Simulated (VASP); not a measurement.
# MgO (Fm-3m) in VASP: a series of runs

The runs below take MgO through single point, relaxation of cell and atoms, with r2SCAN, LDA.

All numbers are computed with VASP 6.6.1; they aren't measurements. Logs are shortened: lines on timing, memory, paths and dates and some standing lists are left out, and cuts for length are marked.

## (1) The cell of the first run

It takes space group Fm-3m (No. 225, cubic). The conventional cell has a = 4.137 Å, b = 4.137 Å, c = 4.137 Å, α = 90.00°, β = 90.00°, γ = 90.00°. Within 2.7 Å of Mg (site symmetry m-3m) lie 6 O at 2.07 Å. O (site symmetry m-3m) has 6 Mg at 2.07 Å within 2.7 Å.

## (2) Single point, r2SCAN

POSCAR

```
MgO
1.0
    0.0000000000      2.0686600618      2.0686600618
    2.0686600618      0.0000000000      2.0686600618
    2.0686600618      2.0686600618      0.0000000000
Mg O
1 1
Direct
    0.0000000000      0.0000000000      0.0000000000
    0.5000000000      0.5000000000      0.5000000000
```

INCAR.step1

```
SYSTEM = MgO
PREC = Accurate ; ENCUT = 750
ISMEAR = -1 ; SIGMA = 0.05
LREAL = .False. ; LASPH = .True.
NELM = 120 ; NBANDS = 15
GGA = PE ; ALGO = Normal
EDIFF = 1E-5 ; LWAVE = .True.
LCHARG = .False. ; GGA_COMPAT = .False.
```

INCAR.step2

```
SYSTEM = MgO
PREC = Accurate ; ENCUT = 750
EDIFF = 1E-6 ; ISMEAR = -1
SIGMA = 0.05 ; LREAL = .False.
LASPH = .True. ; NELM = 120
ALGO = Normal ; ISIF = 2
LWAVE = .False. ; LCHARG = .True.
METAGGA = R2SCAN ; LMIXTAU = .True.
LELF = .True. ; LVHAR = .True.
NBANDS = 15 ; ISTART = 1
GGA_COMPAT = .False.
```

KPOINTS

```
Automatic mesh
0
Gamma
  11 11 11
  0 0 0
```

Potentials or basis: VASP PAW PBE potentials, release 64 (Mg_sv, O).

On the command line:

```bash
$ cat potpaw_PBE.64/Mg_sv/POTCAR potpaw_PBE.64/O/POTCAR > POTCAR
$ cp INCAR.step1 INCAR
$ mpirun -np 1 vasp_std > vasp.out
$ cp INCAR.step2 INCAR
$ mpirun -np 1 vasp_std > vasp.out
```

OUTCAR:

```text
SYSTEM = MgO
   PREC = Accurate
   ENCUT = 750
   EDIFF = 1E-6
   ISMEAR = -1
   LREAL = .False.
   LASPH = .True.
   NELM = 120
   ISIF = 2
   METAGGA = R2SCAN
   ISTART = 1

 ion  position               nearest neighbor table
   1  0.000  0.000  0.000-   2 2.07   2 2.07   2 2.07   2 2.07   2 2.07   2 2.07
   2  0.500  0.500  0.500-   1 2.07   1 2.07   1 2.07   1 2.07   1 2.07   1 2.07

  LATTYP: Found a face centered cubic cell.
 ALAT       =     4.1373201236

  Lattice vectors:

 A1 = (   0.0000000000,   2.0686600618,   2.0686600618)
 A2 = (   2.0686600618,   0.0000000000,   2.0686600618)
 A3 = (   2.0686600618,   2.0686600618,   0.0000000000)

Analysis of symmetry for initial positions (statically):
=====================================================================
 Subroutine PRICEL returns:
 Original cell was already a primitive cell.

 Routine SETGRP: Setting up the symmetry group for a
 face centered cubic supercell.

 Subroutine GETGRP returns: Found 48 space group operations
 (whereof 48 operations were pure point group operations)
 out of a pool of 48 trial point group operations.

The static configuration has the point symmetry O_h .

Analysis of symmetry for dynamics (positions and initial velocities):
=====================================================================
 Subroutine PRICEL returns:
 Original cell was already a primitive cell.

 Routine SETGRP: Setting up the symmetry group for a
 face centered cubic supercell.

 Subroutine GETGRP returns: Found 48 space group operations
 (whereof 48 operations were pure point group operations)
 out of a pool of 48 trial point group operations.

The dynamic configuration has the point symmetry O_h .

 Subroutine INISYM returns: Found 48 space group operations
 (whereof 48 operations are pure point group operations),
 and found     1 'primitive' translations

----------------------------------------------------------------------------------------

                                     Primitive cell

  volume of cell :      17.7051

  direct lattice vectors                    reciprocal lattice vectors
     0.000000000  2.068660062  2.068660062    -0.241702351  0.241702351  0.241702351
     2.068660062  0.000000000  2.068660062     0.241702351 -0.241702351  0.241702351
     2.068660062  2.068660062  0.000000000     0.241702351  0.241702351 -0.241702351

  length of vectors
     2.925527115  2.925527115  2.925527115     0.418640752  0.418640752  0.418640752

  position of ions in fractional coordinates (direct lattice)
     0.000000000  0.000000000  0.000000000
     0.500000000  0.500000000  0.500000000

  ion indices of the primitive-cell ions
   primitive index   ion index
                 1           1
                 2           2

----------------------------------------------------------------------------------------

 KPOINTS: Automatic mesh

Automatic generation of k-mesh.
 Grid dimensions read from file:
 generate k-points for:   11   11   11

 Generating k-lattice:

  Cartesian coordinates                     Fractional coordinates (reciprocal lattice)
    -0.021972941  0.021972941  0.021972941     0.090909091  0.000000000  0.000000000
     0.021972941 -0.021972941  0.021972941     0.000000000  0.090909091  0.000000000
     0.021972941  0.021972941 -0.021972941     0.000000000  0.000000000  0.090909091

  Length of vectors
     0.038058250  0.038058250  0.038058250

  Shift w.r.t. Gamma in fractional coordinates (k-lattice)
     0.000000000  0.000000000  0.000000000

 Subroutine IBZKPT returns following result:
 ===========================================

 Found     56 irreducible k-points:

 Following reciprocal coordinates:
            Coordinates               Weight
  0.000000  0.000000  0.000000      1.000000
  0.090909  0.000000  0.000000      8.000000
  0.181818  0.000000  0.000000      8.000000
  0.272727  0.000000  0.000000      8.000000
  0.363636  0.000000  0.000000      8.000000
  0.454545  0.000000  0.000000      8.000000
[... 16 lines left out ...]
 -0.272727  0.181818  0.000000     24.000000
 -0.181818  0.181818  0.000000     12.000000
 [... further k-points ...]
   k-points           NKPTS =     56   k-points in BZ     NKDIM =     56   number of bands    NBANDS=     15
   number of dos      NEDOS =    301   number of ions     NIONS =      2
   total plane-waves  NPLWV =  21952
   dimension x,y,z NGX =    28 NGY =   28 NGZ =   28
   dimension x,y,z NGXF=    56 NGYF=   56 NGZF=   56
   ions per type =               1   1
   NGX,Y,Z   is equivalent  to a cutoff of  15.91, 15.91, 15.91 a.u.
   NGXF,Y,Z  is equivalent  to a cutoff of  31.82, 31.82, 31.82 a.u.
 SYSTEM =  MgO
   PREC   = accura    normal or accurate (medium, high low for compatibility)
   ISTART =      1    job   : 0-new  1-cont  2-samecut
   ICHARG =      0    charge: 1-file 2-atom 10-const
   ISPIN  =      1    spin polarized calculation?
   LNONCOLLINEAR =      F non collinear calculations
   LSORBIT =      F    spin-orbit coupling
   LASPH  =      T    aspherical Exc in radial PAW
   ENCUT  =  750.0 eV  55.12 Ry    7.42 a.u.   6.53  6.53  6.53*2*pi/ulx,y,z
   NELM   =    120;   NELMIN=  2; NELMDL=  0     # of ELM steps
   EDIFF  = 0.1E-05   stopping-criterion for ELM
   LREAL  =      F    real-space projection
   EDIFFG = 0.1E-04   stopping-criterion for IOM
   NSW    =      0    number of steps for IOM
   IBRION =     -1    ionic relax: 0-MD 1-quasi-New 2-CG
   NFREE  =      0    steps in history (QN), initial steepest desc. (CG)
   ISIF   =      2    stress and relaxation
   ISYM   =      2    0-nonsym 1-usesym 2-fastsym
   POTIM  = 0.5000    time-step for ionic-motion
   TEBEG  =    0.0;   TEEND  =   0.0 temperature during run
   PSTRESS=    0.0 pullay stress
   NELECT =      16.0000    total number of electrons
   NUPDOWN=      -1.0000    fix difference up-down
   EMIN   =  10.00;   EMAX   =-10.00  energy-range for DOS
   EFERMI =   0.00;   METHOD = LEGACY
   ISMEAR =    -1;   SIGMA  =   0.05  broadening in eV -4-tet -1-fermi 0-gaus
   EFERMI_NEDOS =   21; number of points for ismear=-14 and -15
   IALGO  =     38    algorithm
   IMIX   =      4    mixing-type and parameters
     AMIX     =   0.40;   BMIX     =  1.00
     AMIX_MAG =   1.60;   BMIX_MAG =  1.00
  volume/ion in A,a.u.               =       8.85        59.74
  Fermi-wavevector in a.u.,A,eV,Ry     =   1.582762  2.990987 34.084451  2.505136
  Thomas-Fermi vector in A             =   2.682636
   LORBIT       =      0    0 simple, 1 ext, 2 COOP (PROOUT), +10 PAW based schemes
   METAGGA = R2SCAN    functional components
   LHFCALC =     F    Hartree Fock is set to
   AEXX    =    0.0000 exact exchange contribution
   IVDW    =     0    specifies the selected vdW correction
   LEPSILON=     F    determine dielectric tensor
   LRPA    =     F    only Hartree local field effects (RPA)
 non-spin polarized calculation
  energy-cutoff  :      750.00
  volume of cell :       17.71
 maximum number of plane-waves:       869
 NGX is ok and might be reduce to    28
   NGX = 13   NGY = 13   NGZ = 13

 number of electron      16.0000001 magnetization

 Free energy of the ion-electron system (eV)
  ---------------------------------------------------
  ext. energy  EPLUGINS =         0.00000000
  ---------------------------------------------------
  free energy    TOTEN  =       -16.13483574 eV

  energy without entropy =      -16.13483574  energy(sigma->0) =      -16.13483574

 E-fermi :   4.0854     XC(G=0): -12.3403

 val. band max:        2.8959707358   @ k =   0.0000   0.0000   0.0000
 cond. band min:       9.1068042936   @ k =   0.0000   0.0000   0.0000
 fundamental gap:      6.2108335578
 Fermi energy:         4.0854051806

 k-point     1 :       0.0000    0.0000    0.0000
  band No.  band energies     occupation
      1     -71.8823      2.00000
      2     -36.9691      2.00000
      3     -36.9691      2.00000
      4     -36.9691      2.00000
      5     -15.5715      2.00000
      6       2.8960      2.00000
      7       2.8960      2.00000
      8       2.8960      2.00000
      9       9.1068      0.00000
     10      20.0753      0.00000
     11      20.0753      0.00000
     12      20.0753      0.00000
     13      24.3419      0.00000
     14      26.2273      0.00000
     15      26.2273      0.00000

 k-point     2 :       0.0909    0.0000    0.0000
  band No.  band energies     occupation
      1     -71.8813      2.00000
      2     -36.9774      2.00000
      3     -36.9698      2.00000
      4     -36.9698      2.00000
      5     -15.4739      2.00000
      6       2.3575      2.00000
      7       2.8325      2.00000
      8       2.8325      2.00000
      9       9.6223      0.00000
     10      18.9739      0.00000
     11      20.3047      0.00000
     12      20.3047      0.00000
     13      25.6880      0.00000
     14      25.6880      0.00000
     15      25.9061      0.00000

 k-point     3 :       0.1818    0.0000    0.0000
  band No.  band energies     occupation
      1     -71.8789      2.00000
      2     -37.0001      2.00000
      3     -36.9716      2.00000
      4     -36.9716      2.00000
      5     -15.2016      2.00000
      6       1.1561      2.00000
      7       2.6669      2.00000
      8       2.6669      2.00000
      9      10.7031      0.00000
     10      17.5329      0.00000
     11      20.8393      0.00000
     12      20.8393      0.00000
     13      25.0026      0.00000
     14      25.0026      0.00000
     15      27.6005      0.00000

 k-point     4 :       0.2727    0.0000    0.0000
  band No.  band energies     occupation
      1     -71.8759      2.00000
      2     -37.0299      2.00000
      3     -36.9744      2.00000
      4     -36.9744      2.00000
      5     -14.8184      2.00000
      6      -0.1572      2.00000
      7       2.4592      2.00000
      8       2.4592      2.00000
      9      11.6386      0.00000
     10      16.8266      0.00000
     11      21.1993      0.00000
     12      21.1993      0.00000
     13      25.1419      0.00000
     14      25.1420      0.00000
     15      27.3030      0.00000
[... 307 lines left out ...]
 k-point    22 :      -0.3636    0.1818    0.0000
  band No.  band energies     occupation
      1     -71.8706      2.00000
      2     -37.0575      2.00000
      3     -37.0002      2.00000
      4     -36.9808      2.00000
      5     -14.1201      2.00000
      6      -1.3005      2.00000
      7       1.0590      2.00000
      8       2.0734      2.00000
      9      13.5028      0.00000
     10      16.7629      0.00000
     11      18.8871      0.00000
     12      21.9169      0.00000
     13      25.8643      0.00000
     14      26.2615      0.00000
     15      30.1047      0.00000

 k-point    23 :      -0.2727    0.1818    0.0000
  band No.  band energies     occupation
      1     -71.8723      2.00000
      2     -37.0435      2.00000
      3     -36.9981      2.00000
      4     -36.9764      2.00000
      5     -14.3738      2.00000
      6      -0.7549      2.00000
      7       1.2488      2.00000
      8       2.2611      2.00000
      9      13.2900      0.00000
     10      16.2411      0.00000
     11      19.4629      0.00000
     12      22.2146      0.00000
     13      24.2000      0.00000
     14      26.4024      0.00000
     15      30.2756      0.00000

 k-point    24 :      -0.1818    0.1818    0.0000
  band No.  band energies     occupation
      1     -71.8749      2.00000
      2     -37.0265      2.00000
      3     -36.9903      2.00000
      4     -36.9727      2.00000
      5     -14.7083      2.00000
      6      -0.0539      2.00000
      7       1.7121      2.00000
      8       2.4664      2.00000
      9      12.4599      0.00000
     10      16.2796      0.00000
     11      20.2308      0.00000
     12      22.4433      0.00000
     13      22.8843      0.00000
     14      26.2217      0.00000
     15      30.0764      0.00000

 [... further k-points ...]
[... 5 lines left out ...]
  --------------------------------------------------------------------------------------
  -------------------------------------------------------------------------------------
  Total        0.9364083      0.9364083      0.9364083      0.0000000      0.0000000      0.0000000
  in kB       84.7380480     84.7380480     84.7380480      0.0000000      0.0000000      0.0000000
  external PRESSURE =      84.7380480 kB  Pullay stress =       0.0000000 kB

 VOLUME and BASIS-vectors are now :
 -----------------------------------------------------------------------------
  energy-cutoff  :      750.00
  volume of cell :       17.71
      direct lattice vectors                 reciprocal lattice vectors
     0.000000000  2.068660062  2.068660062    -0.241702351  0.241702351  0.241702351
     2.068660062  0.000000000  2.068660062     0.241702351 -0.241702351  0.241702351
     2.068660062  2.068660062  0.000000000     0.241702351  0.241702351 -0.241702351

 POSITION                                       TOTAL-FORCE (eV/Angst)
 -----------------------------------------------------------------------------------
      0.00000      0.00000      0.00000         0.000000     -0.000000      0.000000
      2.06866      2.06866      2.06866        -0.000000      0.000000     -0.000000
 -----------------------------------------------------------------------------------
    total drift:                                0.000000      0.000000      0.000000

  FREE ENERGIE OF THE ION-ELECTRON SYSTEM (eV)
  ---------------------------------------------------
  free  energy   TOTEN  =       -16.1348357388 eV

  energy  without entropy=      -16.1348357388  energy(sigma->0) =      -16.13483574
```

Run time: 54 s. Hardware: 1 thread of Intel Xeon 6975P-C (Granite Rapids), shared host; peak memory 0.17 GiB.

What came out:

- Free energy: -16.1348 eV
- Pressure: 8.5 GPa
- Band gap on the k mesh: 6.21 eV

Levels at points of the mesh, in eV from the valence-band top:
| k point | band 4 | band 5 | band 6 | band 7 | band 8 | band 9 | band 10 | band 11 | band 12 | band 13 |
| --- | --- | --- | --- | --- | --- | --- | --- | --- | --- | --- |
| (0.00, 0.00, 0.00) | -39.87 | -18.47 | 0.00 | 0.00 | 0.00 | 6.21 | 17.18 | 17.18 | 17.18 | 21.45 |

Caveat: the cell stands under pressure; the PAW data sets were made with another functional, which shifts forces and pressure a little.

## (3) Single point, r2SCAN

This run uses another cell than the first one, of 9.22 Å³/atom.

POSCAR

```
MgO
1.0
    0.0000000000      2.0970013927      2.0970013927
    2.0970013927      0.0000000000      2.0970013927
    2.0970013927      2.0970013927      0.0000000000
Mg O
1 1
Direct
    0.0000000000      0.0000000000      0.0000000000
    0.5000000000      0.5000000000      0.5000000000
```

INCAR.step1

```
SYSTEM = MgO
PREC     = Accurate       ! precision mode
ENCUT    = 750            ! plane-wave cutoff, eV
ISMEAR   = -1             ! smearing method
SIGMA    = 0.05           ! smearing width, eV
LREAL    = .FALSE.        ! projectors in reciprocal space
LASPH    = .TRUE.         ! aspherical terms in the spheres
NELM     = 120            ! most SCF steps
NBANDS   = 15             ! bands
GGA      = PE             ! functional
ALGO     = Normal         ! electronic algorithm
EDIFF    = 1E-5           ! SCF threshold, eV
LWAVE    = .TRUE.         ! write WAVECAR
LCHARG   = .FALSE.        ! write CHGCAR
GGA_COMPAT= .FALSE.
```

INCAR.step2

```
SYSTEM = MgO
PREC     = Accurate       ! precision mode
ENCUT    = 750            ! plane-wave cutoff, eV
EDIFF    = 1E-6           ! SCF threshold, eV
ISMEAR   = -1             ! smearing method
SIGMA    = 0.05           ! smearing width, eV
LREAL    = .FALSE.        ! projectors in reciprocal space
LASPH    = .TRUE.         ! aspherical terms in the spheres
NELM     = 120            ! most SCF steps
ALGO     = Normal         ! electronic algorithm
ISIF     = 2              ! what is computed and relaxed
LWAVE    = .FALSE.        ! write WAVECAR
LCHARG   = .TRUE.         ! write CHGCAR
METAGGA  = R2SCAN         ! meta-GGA
LMIXTAU  = .TRUE.       
LELF     = .TRUE.         ! ELF
LVHAR    = .TRUE.       
NBANDS   = 15             ! bands
ISTART   = 1            
GGA_COMPAT= .FALSE.
```

KPOINTS

```
regular mesh
0
G
  11 11 11
  0 0 0
```

Potentials or basis: VASP PAW PBE potentials, release 64 (Mg_sv, O).

On the command line:

```bash
$ cat potpaw_PBE.64/Mg_sv/POTCAR potpaw_PBE.64/O/POTCAR > POTCAR
$ cp INCAR.step1 INCAR
$ mpirun -np 1 vasp_std > vasp.out
$ cp INCAR.step2 INCAR
$ mpirun -np 1 vasp_std > vasp.out
```

Wall time 79 s (1 thread of AMD EPYC 9R45 (Zen 5), shared host); peak memory 0.14 GiB.

The run converged. Its results:

```yaml
Free_energy: -16.1614 eV
Pressure: 1.2 GPa
Band_gap_on_the_k_mesh: 5.78 eV
```

Levels at points of the mesh, in eV from the valence-band top:
| k point | band 5 | band 6 | band 7 | band 8 | band 9 | band 10 | band 11 | band 12 |
| --- | --- | --- | --- | --- | --- | --- | --- | --- |
| (0.00, 0.00, 0.00) | -18.25 | 0.00 | 0.00 | 0.00 | 5.78 | 16.94 | 16.94 | 16.94 |

Caveat: the PAW data sets were made with another functional, which shifts forces and pressure a little.

(Part 1 of 2 ends here.)
